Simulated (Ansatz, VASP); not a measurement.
# One calculation of Nb, two programs

```xyz
1
Lattice="-1.6588 1.6588 1.6588 1.6588 -1.6588 1.6588 1.6588 1.6588 -1.6588" Properties=species:S:1:pos:R:3 pbc="T T T"
Nb    0.0000    0.0000    0.0000
```

Alike in both runs: task relaxation of cell and atoms; functional LDA; k mesh 8 × 8 × 8; occupations gaussian, width 0.1 eV; no spin polarisation.

|  | VASP | Ansatz |
| --- | --- | --- |
| version | VASP 6.6.1 | Ansatz 0.2.0 |
| potentials or method | VASP PAW LDA potentials, release 64 (Nb_sv), cutoff 600 eV | scalar-relativistic, plane waves, PAW |
| valence electrons in the cell | 13 | 13 |

|  | VASP | Ansatz | Ansatz less VASP |
| --- | --- | --- | --- |
| gap on the k mesh at the Fermi level, each at its own relaxed structure (eV) | none | none | - |
| relaxed volume (Å³/atom) | 17.25 | 17.21 | -0.032 |
| relaxed cell length with the largest relative difference (Å) | 2.819 | 2.817 | -0.0017 |

Ansatz warns that its potentials were made for another functional, while VASP's fit it. LDA's correlation is that of Perdew and Zunger in VASP and of Perdew and Wang (1992) in Ansatz. A gap of «none» marks a metal or a gap that the smearing closes.
